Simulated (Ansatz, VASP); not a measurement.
# Zr in VASP and in Ansatz

```
Zr
1.0
     0.00000    2.28467    2.28467
     2.28467    0.00000    2.28467
     2.28467    2.28467    0.00000
Zr
1
Cartesian
  0.0000 0.0000 0.0000
```

Alike in both runs: task single point; functional PBE; k mesh 9 × 9 × 9; occupations gaussian, width 0.1 eV; no spin polarisation.

```csv
,VASP,Ansatz
version,VASP 6.6.1,Ansatz 0.2.0
potentials or method,"VASP PAW PBE potentials, release 64 (Zr_sv), cutoff 520 eV","plane waves, PAW"
valence electrons in the cell,12,12
```

```csv
,VASP,Ansatz,Ansatz less VASP
pressure (GPa),-2.1,-2.2,-0.02
```

The functional is the same, so the differences come from potentials, cutoffs and numerics.
